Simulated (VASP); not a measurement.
A run of VASP 6.6.1:

File INCAR:

```
ALGO = Normal
EDIFF = 1E-6
ENCUT = 520
GGA = CA
ISIF = 2
ISMEAR = -1
LASPH = True
LCHARG = False
LREAL = False
LWAVE = False
NBANDS = 14
NELM = 60
PREC = Accurate
SIGMA = 0.05
```

Contents of KPOINTS:

```
k-points
0
Gamma
  9 9 3
```

POSCAR

```
Al
1.0
    2.8270770000      0.0000000000      0.0000000000
   -1.4135390000      2.4483210000      0.0000000000
    0.0000000000      0.0000000000      9.1859930000
Al
4
Direct
    0.0000000000      0.0000000000      0.0000000000
    0.3333333333      0.6666666667      0.2500000000
    0.0000000000      0.0000000000      0.5000000000
    0.6666666667      0.3333333333      0.7500000000
```

Potentials or basis: VASP PAW LDA potentials, release 64 (Al).

Launch:

```console
$ cat potpaw_LDA.64/Al/POTCAR > POTCAR
$ mpirun -np 1 vasp_std > vasp.out
```

Hardware: 1 thread of AMD EPYC 7R13, on a shared host.

Question: How long does it take, and how much memory?

Answer: Run time: 31 s on 1 thread of AMD EPYC 7R13, with other jobs on the host, peak memory 0.13 GiB. Counts: scf iterations 10, k points 24.
